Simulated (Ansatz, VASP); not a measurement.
# CoW3 in VASP and in Ansatz

```
W Co
1.0
     0.00000    3.09926    3.09926
     3.09926    0.00000    3.09926
     3.09926    3.09926    0.00000
W Co
3 1
Direct
  0.25000 0.25000 0.25000
  0.75000 0.75000 0.75000
  0.50000 0.50000 0.50000
  0.00000 0.00000 0.00000
```

Alike in both runs: functional PBE; k mesh 12 × 12 × 12; occupations gaussian, width 0.1 eV; no spin polarisation.

Ansatz relaxed the structure, and its values are those at the end. VASP's run is a single point on that final structure, the one shown.

|  | VASP | Ansatz |
| --- | --- | --- |
| version | VASP 6.6.1 | Ansatz 0.2.0 |
| potentials or method | VASP PAW PBE potentials, release 64 (W_sv, Co), cutoff 520 eV | scalar-relativistic, plane waves, PAW |
| valence electrons in the cell | 51 | 59 |

|  | VASP | Ansatz | Ansatz less VASP |
| --- | --- | --- | --- |
| gap on the k mesh at the Fermi level (eV) | none | none | - |
| pressure (GPa) | 0.4 | 0.0 | -0.43 |

A gap of «none» marks a metal or a gap that the smearing closes. VASP's potentials hold 51 valence electrons a cell and Ansatz's 59, so a difference there can come from the potentials and not from the codes.

Neither program's run includes spin-orbit coupling.
